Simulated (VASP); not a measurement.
A run of VASP 6.6.1 is set up as follows.

Contents of INCAR:

```
ALGO = Normal ; EDIFF = 1E-6
ENCUT = 500 ; GGA = PE
GGA_COMPAT = False ; ISIF = 2
ISMEAR = 0 ; LASPH = True
LCHARG = False ; LMAXMIX = 6
LREAL = False ; LWAVE = False
NBANDS = 36 ; NELM = 200
PREC = Accurate ; SIGMA = 0.1
```

KPOINTS

```
k-points
0
Gamma
  10 10 4
```

POSCAR

```
ErTl3Br
1.0
    4.2357121211      0.0000000000      0.0000000000
    0.0000000000      4.2357121211      0.0000000000
    0.0000000000      0.0000000000      9.5174984556
Er Tl Br
1 3 1
Direct
    0.0000000000      0.0000000000      0.0000000000
    0.5000000000      0.5000000000      0.1698972856
    0.5000000000      0.5000000000      0.8301027144
    0.5000000000      0.5000000000      0.5000000000
    0.0000000000      0.0000000000      0.5000000000
```

Potentials or basis: VASP PAW PBE potentials, release 64 (Er_3, Tl_d, Br), 4f in core.

Command:

```bash
$ cat potpaw_PBE.64/Er_3/POTCAR potpaw_PBE.64/Tl_d/POTCAR potpaw_PBE.64/Br/POTCAR > POTCAR
$ mpirun -np 1 vasp_std > vasp.out
```

(1) What does it give for the band gap on the k mesh?

(2) Predict the largest force.

(3) Predict the pressure.

Results:

(1) zero (an odd number of electrons rules out a gap without spin polarisation).

(2) 0.009 eV/Å.

(3) 0.0 GPa.

Caveat: spin-orbit coupling is left out, which moves the levels of the heavy elements; the 4f electrons are frozen in the core, so they carry no moment and show no levels; the run has no spin polarisation, though such a crystal can be magnetic.
